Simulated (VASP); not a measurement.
# Rb in VASP: a series of runs

Rb is run at these levels: PBE; tasks: single point.

Program: VASP 6.6.1. These are calculated values, not measurements. Logs are shortened: lines on timing, memory, paths and dates and some standing lists are left out, and cuts for length are marked.

## Step 1: The cell of the first run

The cell holds a sheet with vacuum, 2 atoms: a = 4.727 Å, b = 4.727 Å, c = 31.795 Å, α = 90.00°, β = 90.00°, γ = 90.00°.

## Step 2: Single point, PBE

Contents of INCAR:

```
PREC = Accurate
ENCUT = 520
EDIFF = 1E-6
ISMEAR = 0
SIGMA = 0.1
LREAL = False
LASPH = True
NELM = 60
ALGO = Normal
ISIF = 2
LWAVE = False
LCHARG = True
LDIPOL = True
IDIPOL = 3
DIPOL = 0.5 0.5 0.267
GGA = PE
LELF = True
LVHAR = True
LVACPOTAV = True
NBANDS = 16
```

Contents of KPOINTS:

```
regular mesh
0
Gamma
  12 12 1
```

Contents of POSCAR:

```
Rb
1.0
    4.7272386613      0.0000000000      0.0000000000
    0.0000000000      4.7272386613      0.0000000000
    0.0000000000      0.0000000000     31.7945025011
Rb
2
Direct
    0.0000000000      0.5000000000      0.2067648550
    0.5000000000      0.0000000000      0.3279187746
```

Potentials or basis: VASP PAW PBE potentials, release 64 (Rb_sv).

The run is started by

```
$ cat potpaw_PBE.64/Rb_sv/POTCAR > POTCAR
$ mpirun -np 1 vasp_std > vasp.out
```

OUTCAR:

```text
PREC = Accurate
   ENCUT = 520
   EDIFF = 1E-6
   ISMEAR = 0
   LREAL = False
   LASPH = True
   NELM = 60
   ISIF = 2
   GGA = PE

 ion  position               nearest neighbor table
   1  0.000  0.500  0.207-   2 5.10   2 5.10   2 5.10   2 5.10
   2  0.500  0.000  0.328-   1 5.10   1 5.10   1 5.10   1 5.10

  LATTYP: Found a simple tetragonal cell.
 ALAT       =     4.7272386613
 C/A-ratio  =     6.7258086124

  Lattice vectors:

 A1 = (   4.7272386613,   0.0000000000,   0.0000000000)
 A2 = (   0.0000000000,   4.7272386613,   0.0000000000)
 A3 = (   0.0000000000,   0.0000000000,  31.7945025011)

Analysis of symmetry for initial positions (statically):
=====================================================================
 Subroutine PRICEL returns:
 Original cell was already a primitive cell.

 Routine SETGRP: Setting up the symmetry group for a
 simple tetragonal supercell.

 Subroutine GETGRP returns: Found 16 space group operations
 (whereof  4 operations were pure point group operations)
 out of a pool of 16 trial point group operations.

The static configuration has the point symmetry C_2v.
 The point group associated with its full space group is D_4h.

Analysis of symmetry for dynamics (positions and initial velocities):
=====================================================================
 Subroutine PRICEL returns:
 Original cell was already a primitive cell.

 Routine SETGRP: Setting up the symmetry group for a
 simple tetragonal supercell.

 Subroutine GETGRP returns: Found 16 space group operations
 (whereof  4 operations were pure point group operations)
 out of a pool of 16 trial point group operations.

The dynamic configuration has the point symmetry C_2v.
 The point group associated with its full space group is D_4h.

 Subroutine INISYM returns: Found 16 space group operations
 (whereof  4 operations are pure point group operations),
 and found     1 'primitive' translations

----------------------------------------------------------------------------------------

                                     Primitive cell

  volume of cell :     710.5049

  direct lattice vectors                    reciprocal lattice vectors
     4.727238661  0.000000000  0.000000000     0.211539986  0.000000000  0.000000000
     0.000000000  4.727238661  0.000000000     0.000000000  0.211539986  0.000000000
     0.000000000  0.000000000 31.794502501     0.000000000  0.000000000  0.031451978

  length of vectors
     4.727238661  4.727238661 31.794502501     0.211539986  0.211539986  0.031451978

  position of ions in fractional coordinates (direct lattice)
     0.000000000  0.500000000  0.206764855
     0.500000000  0.000000000  0.327918775

  ion indices of the primitive-cell ions
   primitive index   ion index
                 1           1
                 2           2

----------------------------------------------------------------------------------------

 KPOINTS: regular mesh

Automatic generation of k-mesh.
 Grid dimensions read from file:
 generate k-points for:   12   12    1

 Generating k-lattice:

  Cartesian coordinates                     Fractional coordinates (reciprocal lattice)
     0.017628332  0.000000000  0.000000000     0.083333333  0.000000000  0.000000000
     0.000000000  0.017628332  0.000000000     0.000000000  0.083333333  0.000000000
     0.000000000  0.000000000  0.031451978     0.000000000  0.000000000  1.000000000

  Length of vectors
     0.017628332  0.017628332  0.031451978

  Shift w.r.t. Gamma in fractional coordinates (k-lattice)
     0.000000000  0.000000000  0.000000000

 Subroutine IBZKPT returns following result:
 ===========================================

 Found     28 irreducible k-points:

 Following reciprocal coordinates:
            Coordinates               Weight
  0.000000  0.000000  0.000000      1.000000
  0.083333  0.000000  0.000000      4.000000
  0.166667  0.000000  0.000000      4.000000
  0.250000  0.000000  0.000000      4.000000
  0.333333  0.000000  0.000000      4.000000
  0.416667  0.000000  0.000000      4.000000
[... 16 lines left out ...]
  0.333333  0.333333  0.000000      4.000000
  0.416667  0.333333  0.000000      8.000000
 [... further k-points ...]
   k-points           NKPTS =     28   k-points in BZ     NKDIM =     28   number of bands    NBANDS=     16
   number of dos      NEDOS =    301   number of ions     NIONS =      2
   total plane-waves  NPLWV = 311040
   dimension x,y,z NGX =    36 NGY =   36 NGZ =  240
   dimension x,y,z NGXF=    72 NGYF=   72 NGZF=  480
   ions per type =               2
   NGX,Y,Z   is equivalent  to a cutoff of  12.66, 12.66, 12.55 a.u.
   NGXF,Y,Z  is equivalent  to a cutoff of  25.32, 25.32, 25.10 a.u.
 SYSTEM =  unknown system
   PREC   = accura    normal or accurate (medium, high low for compatibility)
   ISTART =      0    job   : 0-new  1-cont  2-samecut
   ICHARG =      2    charge: 1-file 2-atom 10-const
   ISPIN  =      1    spin polarized calculation?
   LNONCOLLINEAR =      F non collinear calculations
   LSORBIT =      F    spin-orbit coupling
   LASPH  =      T    aspherical Exc in radial PAW
   ENCUT  =  520.0 eV  38.22 Ry    6.18 a.u.   8.79  8.79 59.12*2*pi/ulx,y,z
   NELM   =     60;   NELMIN=  2; NELMDL= -5     # of ELM steps
   EDIFF  = 0.1E-05   stopping-criterion for ELM
   LREAL  =      F    real-space projection
   EDIFFG = 0.1E-04   stopping-criterion for IOM
   NSW    =      0    number of steps for IOM
   IBRION =     -1    ionic relax: 0-MD 1-quasi-New 2-CG
   NFREE  =      0    steps in history (QN), initial steepest desc. (CG)
   ISIF   =      2    stress and relaxation
   ISYM   =      2    0-nonsym 1-usesym 2-fastsym
   POTIM  = 0.5000    time-step for ionic-motion
   TEBEG  =    0.0;   TEEND  =   0.0 temperature during run
   PSTRESS=    0.0 pullay stress
   NELECT =      18.0000    total number of electrons
   NUPDOWN=      -1.0000    fix difference up-down
   EMIN   =  10.00;   EMAX   =-10.00  energy-range for DOS
   EFERMI =   0.00;   METHOD = LEGACY
   ISMEAR =     0;   SIGMA  =   0.10  broadening in eV -4-tet -1-fermi 0-gaus
   EFERMI_NEDOS =   21; number of points for ismear=-14 and -15
   IALGO  =     38    algorithm
   IMIX   =      4    mixing-type and parameters
     AMIX     =   0.40;   BMIX     =  1.00
     AMIX_MAG =   1.60;   BMIX_MAG =  1.00
  volume/ion in A,a.u.               =     355.25      2397.36
  Fermi-wavevector in a.u.,A,eV,Ry     =   0.480813  0.908606  3.145417  0.231182
  Thomas-Fermi vector in A             =   1.478571
   LORBIT       =      0    0 simple, 1 ext, 2 COOP (PROOUT), +10 PAW based schemes
   GGA     = PE    functional components
   LHFCALC =     F    Hartree Fock is set to
   AEXX    =    0.0000 exact exchange contribution
   IVDW    =     0    specifies the selected vdW correction
   LEPSILON=     F    determine dielectric tensor
   LRPA    =     F    only Hartree local field effects (RPA)
 non-spin polarized calculation
 Gauss-broadening in eV      SIGMA  =   0.10
  energy-cutoff  :      520.00
  volume of cell :      710.50
 maximum number of plane-waves:     19199
 NGX is ok and might be reduce to    36
   NGX = 17   NGY = 17   NGZ =119

 dipolmoment           0.000000      0.000000     -0.000008 electrons x Angstroem

 number of electron      18.0000000 magnetization

 dipolmoment           0.000000      0.000000      0.000011 electrons x Angstroem

 Free energy of the ion-electron system (eV)
  ---------------------------------------------------
  ext. energy  EPLUGINS =         0.00000000
  ---------------------------------------------------
  free energy    TOTEN  =        -1.62394136 eV

  energy without entropy =       -1.61534837  energy(sigma->0) =       -1.61964487

 E-fermi :  -1.6443     XC(G=0):  -1.8206

 val. band max:       -1.6464805546   @ k =   0.2500   0.1667   0.0000
 cond. band min:      -1.6054264596   @ k =   0.4167   0.2500   0.0000
 fundamental gap:      0.0410540949
 Fermi energy:        -1.6443394124

 k-point     1 :       0.0000    0.0000    0.0000
  band No.  band energies     occupation
      1     -30.7263      2.00000
      2     -30.7242      2.00000
      3     -14.8472      2.00000
      4     -14.8013      2.00000
      5     -14.7672      2.00000
      6     -14.7672      2.00000
[... 8 lines left out ...]
     15       0.7182      0.00000
     16       0.8428      0.00000

 k-point     2 :       0.0833    0.0000    0.0000
  band No.  band energies     occupation
      1     -30.7261      2.00000
      2     -30.7240      2.00000
      3     -14.8459      2.00000
      4     -14.8021      2.00000
      5     -14.7728      2.00000
      6     -14.7665      2.00000
[... 8 lines left out ...]
     15       0.7593      0.00000
     16       0.8809      0.00000

 k-point     3 :       0.1667    0.0000    0.0000
  band No.  band energies     occupation
      1     -30.7254      2.00000
      2     -30.7236      2.00000
      3     -14.8427      2.00000
      4     -14.8063      2.00000
      5     -14.7859      2.00000
      6     -14.7789      2.00000
[... 8 lines left out ...]
     15       0.8837      0.00000
     16       0.9904      0.00000

 k-point     4 :       0.2500    0.0000    0.0000
  band No.  band energies     occupation
      1     -30.7244      2.00000
      2     -30.7229      2.00000
      3     -14.8396      2.00000
      4     -14.8208      2.00000
      5     -14.8007      2.00000
      6     -14.7952      2.00000
[... 8 lines left out ...]
     15       0.9366      0.00000
     16       1.0749      0.00000

 k-point     5 :       0.3333    0.0000    0.0000
  band No.  band energies     occupation
      1     -30.7234      2.00000
      2     -30.7224      2.00000
      3     -14.8435      2.00000
      4     -14.8411      2.00000
      5     -14.8142      2.00000
      6     -14.7994      2.00000
[... 8 lines left out ...]
     15       1.0173      0.00000
     16       1.1064      0.00000

 k-point     6 :       0.4167    0.0000    0.0000
  band No.  band energies     occupation
      1     -30.7226      2.00000
      2     -30.7220      2.00000
      3     -14.8564      2.00000
      4     -14.8556      2.00000
      5     -14.8132      2.00000
      6     -14.8034      2.00000
[... 8 lines left out ...]
     15       0.8639      0.00000
     16       1.2922      0.00000
[... 267 lines left out ...]
 k-point    21 :       0.4167    0.2500    0.0000
  band No.  band energies     occupation
      1     -30.7209      2.00000
      2     -30.7205      2.00000
      3     -14.8486      2.00000
      4     -14.8482      2.00000
      5     -14.8102      2.00000
      6     -14.8062      2.00000
[... 8 lines left out ...]
     15       0.8578      0.00000
     16       1.3392      0.00000

 k-point    22 :       0.5000    0.2500    0.0000
  band No.  band energies     occupation
      1     -30.7205      2.00000
      2     -30.7205      2.00000
      3     -14.8541      2.00000
      4     -14.8540      2.00000
      5     -14.8066      2.00000
      6     -14.8066      2.00000
[... 8 lines left out ...]
     15       1.0864      0.00000
     16       1.0864      0.00000

 k-point    23 :       0.3333    0.3333    0.0000
  band No.  band energies     occupation
      1     -30.7208      2.00000
      2     -30.7203      2.00000
      3     -14.8366      2.00000
      4     -14.8327      2.00000
      5     -14.8240      2.00000
      6     -14.8144      2.00000
[... 8 lines left out ...]
     15       1.0517      0.00000
     16       1.1432      0.00000

 k-point    24 :       0.4167    0.3333    0.0000
  band No.  band energies     occupation
      1     -30.7201      2.00000
      2     -30.7198      2.00000
      3     -14.8462      2.00000
      4     -14.8458      2.00000
      5     -14.8221      2.00000
      6     -14.8180      2.00000
[... 8 lines left out ...]
     15       0.9753      0.00000
     16       1.0581      0.00000

 [... further k-points ...]

------------------------ aborting loop because EDIFF is reached ----------------------------------------

  FORCE on cell =-STRESS in cart. coord.  units (eV):
  Direction    XX          YY          ZZ          XY          YZ          ZX
  --------------------------------------------------------------------------------------
  -------------------------------------------------------------------------------------
  Total        0.0205158      0.0205158      0.0076665      0.0000000      0.0000000     -0.0000000
  in kB        0.0462627      0.0462627      0.0172878      0.0000000      0.0000000     -0.0000000
  external PRESSURE =       0.0366044 kB  Pullay stress =       0.0000000 kB

 VOLUME and BASIS-vectors are now :
 -----------------------------------------------------------------------------
  energy-cutoff  :      520.00
  volume of cell :      710.50
      direct lattice vectors                 reciprocal lattice vectors
     4.727238661  0.000000000  0.000000000     0.211539986  0.000000000  0.000000000
     0.000000000  4.727238661  0.000000000     0.000000000  0.211539986  0.000000000
     0.000000000  0.000000000 31.794502501     0.000000000  0.000000000  0.031451978

 POSITION                                       TOTAL-FORCE (eV/Angst)
 -----------------------------------------------------------------------------------
      0.00000      2.36362      6.57399         0.000000     -0.000000     -0.002821
      2.36362      0.00000     10.42601         0.000000      0.000000      0.002821
 -----------------------------------------------------------------------------------
    total drift:                                0.000000      0.000000      0.000047

  FREE ENERGIE OF THE ION-ELECTRON SYSTEM (eV)
  ---------------------------------------------------
  free  energy   TOTEN  =        -1.6239413650 eV

  energy  without entropy=       -1.6153483709  energy(sigma->0) =       -1.61964487

 vacuum level on the upper side and lower side of the slab         0.639         0.639
```

It took 10 min on 1 thread of Oxide Virtual Turin-like, shared host; peak memory 0.71 GiB.

What came out:

```yaml
Free_energy: -1.6239 eV
Band_gap_on_the_k_mesh: zero (bands 9 and 10 overlap by 1.69 eV)
```

Forces on the atoms (eV/Å):
```
Rb   0.000  0.000 -0.003
Rb   0.000  0.000  0.003
```

## Step 3: Single point, PBE

This run uses another cell than the first one: it holds 4 atoms, not 2.

Contents of INCAR:

```
SYSTEM = Rb
PREC     = Accurate       ! precision mode
ENCUT    = 520            ! plane-wave cutoff, eV
EDIFF    = 1E-6           ! SCF threshold, eV
ISMEAR   = 0              ! smearing method
SIGMA    = 0.2            ! smearing width, eV
LREAL    = .FALSE.        ! projectors in reciprocal space
LASPH    = .TRUE.         ! aspherical terms in the spheres
NELM     = 100            ! most SCF steps
ALGO     = Normal         ! electronic algorithm
ISIF     = 2              ! what is computed and relaxed
LWAVE    = .FALSE.        ! write WAVECAR
LCHARG   = .FALSE.        ! write CHGCAR
LDIPOL   = .TRUE.       
IDIPOL   = 3            
DIPOL    = 0.5 0.5 0.267
GGA      = PE             ! functional
NBANDS   = 26             ! bands
```

Contents of KPOINTS:

```
regular mesh
0
G
  4 6 1
  0 0 0
```

Contents of POSCAR:

```
Rb
1.0
    9.4544773226      0.0000000000      0.0000000000
    0.0000000000      4.7272386613      0.0000000000
    0.0000000000      0.0000000000     31.7945025011
Rb
4
Direct
    0.0000000000      0.5000000000      0.2067648550
    0.5000000000      0.5000000000      0.2067648550
    0.2500000000      0.0000000000      0.3279187746
    0.7500000000      0.0000000000      0.3279187746
```

Potentials or basis: VASP PAW PBE potentials, release 64 (Rb_sv).

The run is started by

```
$ cat potpaw_PBE.64/Rb_sv/POTCAR > POTCAR
$ mpirun -np 1 vasp_std > vasp.out
```

It took 20 min on 1 thread of Oxide Virtual Turin-like, shared host; peak memory 1.1 GiB.

The run converged. Its results:

| Quantity | Value |
| --- | --- |
| Free energy | -3.2710 eV |
| Largest force | 0.008 eV/Å |
| Band gap on the k mesh | zero (bands 18 and 19 overlap by 1.08 eV) |

Forces in eV/Å, atoms in the order of the input:
```
Rb   0.000  0.000 -0.008
Rb   0.000  0.000 -0.008
Rb   0.000  0.000  0.008
Rb   0.000  0.000  0.008
```

Levels at points of the mesh, in eV from the Fermi level:
| k point | band 16 | band 17 | band 18 | band 19 | band 20 | band 21 |
| --- | --- | --- | --- | --- | --- | --- |
| (0.00, 0.00, 0.00) | -13.14 | -1.75 | -0.74 | 0.06 | 0.06 | 0.68 |
| (0.50, 0.00, 0.00) | -13.14 | -1.24 | -1.24 | -0.25 | -0.25 | 0.95 |
| (0.00, 0.50, 0.00) | -13.15 | 0.06 | 0.06 | 0.94 | 0.94 | 1.03 |
| (0.50, 0.50, 0.00) | -13.19 | 0.46 | 0.46 | 0.46 | 0.46 | 1.34 |

The gap in the log of VASP goes by the Fermi energy; the results here count the filled bands.